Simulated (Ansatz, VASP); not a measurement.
## Two plane-wave programs on NaTa3O3

```
CELL_PARAMETERS angstrom
4.36358 0.00000 0.00000
0.00000 4.36358 0.00000
0.00000 0.00000 4.36358
ATOMIC_POSITIONS crystal
Na 0.50000 0.50000 0.50000
Ta 0.00000 0.50000 0.00000
Ta 0.00000 0.00000 0.50000
Ta 0.50000 0.00000 0.00000
O 0.50000 0.00000 0.50000
O 0.50000 0.50000 0.00000
O 0.00000 0.50000 0.50000
```

Change from the starting cell: species swapped into the LiCu3O3 type (Pm-3m, No. 221).

Alike in both runs: functional PBE; k mesh 8 × 8 × 8; occupations gaussian, width 0.1 eV; no spin polarisation.

Ansatz relaxed the structure, and its values are those at the end. VASP's run is a single point on that final structure, the one shown.

```csv
,VASP,Ansatz
version,VASP 6.6.1,Ansatz 0.2.0
potentials or method,"VASP PAW PBE potentials, release 64 (Na_pv, Ta_pv, O), cutoff 520 eV","scalar-relativistic, plane waves, PAW"
valence electrons in the cell,58,66
```

Ansatz gave:

* gap on the k mesh at the Fermi level (eV): none
* pressure (GPa): 0.0

Problem. Estimate VASP's values.

Solution. gap on the k mesh at the Fermi level (eV): none; pressure (GPa): 0.4.

A gap of «none» marks a metal or a gap that the smearing closes. VASP's potentials hold 58 valence electrons a cell and Ansatz's 66, so a difference there can come from the potentials and not from the codes.

Neither program's run includes spin-orbit coupling.
